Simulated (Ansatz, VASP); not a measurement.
## Pd: VASP beside Ansatz

File INCAR:

```
SYSTEM = Pd
ALGO = Normal
EDIFF = 1E-8
ENCUT = 520
GGA = CA
ISIF = 2
ISMEAR = -1
LASPH = .TRUE.
LCHARG = .FALSE.
LEFG = .TRUE.
LREAL = .FALSE.
LWAVE = .FALSE.
NBANDS = 11
NELM = 80
PREC = Accurate
SIGMA = 0.05
```

File KPOINTS:

```
k-points
0
G
  18 18 18
  0 0 0
```

The input POSCAR:

```
Pd
1.0
    0.0000000000      1.9704937245      1.9704937245
    1.9704937245      0.0000000000      1.9704937245
    1.9704937245      1.9704937245      0.0000000000
Pd
1
Direct
    0.0000000000      0.0000000000      0.0000000000
```

Input for Ansatz:

```yaml
crystal:
  lattice:
    - [0.0, 1.9704937245, 1.9704937245]
    - [1.9704937245, 0.0, 1.9704937245]
    - [1.9704937245, 1.9704937245, 0.0]
  atoms:
    - { symbol: Pd, position: [0.0, 0.0, 0.0] }
kpoints:
  mp_grid: { grid: [18, 18, 18] }
scf:
  occupations: { method: fermi_dirac, width: 0.05 }
hamiltonian:
  xc: lda
  pseudopotentials: { kind: paw }
output:
  forces: true
  stress: true
  eigenvalues: true
  efg: { contact_densities: true }
  write_density: true
  write_potential: true
  elf: true
  volumetric_format: npy
```

Change from the starting cell: volume scaled by 1.04, PAW files.

Alike in both runs: task electric field gradients; functional LDA; k mesh 18 × 18 × 18; occupations fermi-dirac, width 0.05 eV; no spin polarisation.

|  | VASP | Ansatz |
| --- | --- | --- |
| version | VASP 6.6.1 | Ansatz 0.2.0 |
| potentials or method | VASP PAW LDA potentials, release 64 (Pd) | PAW with Ansatz's default frozen-core files, scalar-relativistic |
| plane-wave cutoff (eV) | 520 | 420 |
| valence electrons in the cell | 10 | 18 |

Ansatz gave:

* pressure (GPa): -14.4

Task: What did VASP give for the same quantities?

Result: Pressure (GPa): -14.2.

LDA's correlation is that of Perdew and Zunger in VASP and of Perdew and Wang (1992) in Ansatz. VASP's potentials hold 10 valence electrons a cell and Ansatz's 18, so a difference there can come from the potentials and not from the codes.
